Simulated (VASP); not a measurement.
Set up this calculation in VASP 6.6.1, as the native input.

```
Task                   : single point
Functional             : r2SCAN
Potentials or basis    : VASP PAW PBE potentials, release 64 (B_h, N_h)
Cutoff                 : 1460 eV
k mesh                 : 12 × 12 × 12
Occupations            : gaussian, width 0.05 eV
Spin                   : no spin polarisation
Dipole correction      : no
Further INCAR settings : ALGO = Normal; EDIFF = 1e-06; NBANDS = 11
```

The system is BN.

```xyz
2
Lattice="0.0000 1.8557 1.7072 1.8557 0.0000 1.7072 1.8557 1.8557 0.0000" Properties=species:S:1:pos:R:3 pbc="T T T"
B     0.0000    0.0000    0.0000
N     2.7835    2.7835    2.5608
```

This cell differs from its parent crystal: ratio of the length along z to the lengths across it x 0.92, volume and fractional coordinates fixed.

One way to write it, as run:

POSCAR

```
BN
1.0
    0.0000000000      1.8556801262      1.7072257161
    1.8556801262      0.0000000000      1.7072257161
    1.8556801262      1.8556801262      0.0000000000
B N
1 1
Direct
    0.0000000000      0.0000000000      0.0000000000
    0.7500000000      0.7500000000      0.7500000000
```

INCAR.step1

```
SYSTEM = BN
PREC     = Accurate       ! precision mode
ENCUT    = 1460           ! plane-wave cutoff, eV
ISMEAR   = 0              ! smearing method
SIGMA    = 0.05           ! smearing width, eV
LREAL    = .False.        ! projectors in reciprocal space
LASPH    = .True.         ! aspherical terms in the spheres
NELM     = 120            ! most SCF steps
NBANDS   = 11             ! bands
GGA      = PE             ! functional
ALGO     = Normal         ! electronic algorithm
EDIFF    = 1E-5           ! SCF threshold, eV
LWAVE    = .True.         ! write WAVECAR
LCHARG   = .False.        ! write CHGCAR
GGA_COMPAT= .False.
```

INCAR.step2

```
SYSTEM = BN
PREC     = Accurate       ! precision mode
ENCUT    = 1460           ! plane-wave cutoff, eV
EDIFF    = 1E-6           ! SCF threshold, eV
ISMEAR   = 0              ! smearing method
SIGMA    = 0.05           ! smearing width, eV
LREAL    = .False.        ! projectors in reciprocal space
LASPH    = .True.         ! aspherical terms in the spheres
NELM     = 120            ! most SCF steps
ALGO     = Normal         ! electronic algorithm
ISIF     = 2              ! what is computed and relaxed
LWAVE    = .False.        ! write WAVECAR
LCHARG   = .False.        ! write CHGCAR
METAGGA  = R2SCAN         ! meta-GGA
LMIXTAU  = .True.       
NBANDS   = 11             ! bands
ISTART   = 1            
GGA_COMPAT= .False.
```

KPOINTS

```
Automatic mesh
0
Gamma
  12 12 12
  0 0 0
```

Potentials or basis: VASP PAW PBE potentials, release 64 (B_h, N_h).

Command:

```sh
$ cat potpaw_PBE.64/B_h/POTCAR potpaw_PBE.64/N_h/POTCAR > POTCAR
$ cp INCAR.step1 INCAR
$ mpirun -np 1 vasp_std > vasp.out
$ cp INCAR.step2 INCAR
$ mpirun -np 1 vasp_std > vasp.out
```

It gave:

- Pressure: -0.5 GPa
- Band gap on the k mesh: 3.60 eV (least direct gap 8.75 eV)

Caveat: the stress differs along the axes, from -16 to 31 GPa; the PAW data sets were made with another functional, which shifts forces and pressure a little.

Run time: 3.8 min on 1 thread of Intel(R) Xeon(R) Platinum 8259CL CPU @ 2.50GHz (Skylake/Cascade Lake), on a shared host, peak memory 0.25 GiB.
